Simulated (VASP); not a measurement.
Write the native input for VASP 6.6.1 that does the following.

- Task: single point
- Functional: PBE
- Potentials or basis: VASP PAW PBE potentials, release 64 (Nb_sv)
- Cutoff: 500 eV
- k mesh: 8 × 8 × 8
- Occupations: fermi-dirac, width 0.1 eV
- Spin: no spin polarisation
- Dipole correction: no
- Further INCAR settings: ALGO = Normal; EDIFF = 1e-06; NBANDS = 12

The structure of Nb lies in POSCAR:

```
Nb
1.0
    0.0000000000      2.1082800630      2.1082800630
    2.1082800630      0.0000000000      2.1082800630
    2.1082800630      2.1082800630      0.0000000000
Nb
1
Direct
    0.0000000000      0.0000000000      0.0000000000
```

This isn't the form of Nb at room conditions, which is bcc.

These files were run (other wordings do the same):

INCAR

```
ALGO     = Normal         # electronic algorithm
EDIFF    = 1E-6           # SCF threshold, eV
ENCUT    = 500            # plane-wave cutoff, eV
GGA      = PE             # functional
GGA_COMPAT= False        
ISIF     = 2              # what is computed and relaxed
ISMEAR   = -1             # smearing method
LASPH    = True           # aspherical terms in the spheres
LCHARG   = False          # write CHGCAR
LREAL    = False          # projectors in reciprocal space
LWAVE    = False          # write WAVECAR
NBANDS   = 12             # bands
NELM     = 120            # most SCF steps
PREC     = Accurate       # precision mode
SIGMA    = 0.1            # smearing width, eV
```

KPOINTS

```
k-points
0
Gamma
  8 8 8
```

Potentials or basis: VASP PAW PBE potentials, release 64 (Nb_sv).

Launch:

```sh
$ cat potpaw_PBE.64/Nb_sv/POTCAR > POTCAR
$ mpirun -np 1 vasp_std > vasp.out
```

It gave:

```yaml
Pressure: -0.3 GPa
Band_gap_on_the_k_mesh: zero (an odd number of electrons rules out a gap without spin polarisation)
```

Run time: 3.4 s on 1 thread of Intel(R) Xeon(R) 6975P-C (Granite Rapids) (shared host), peak memory 0.13 GiB.
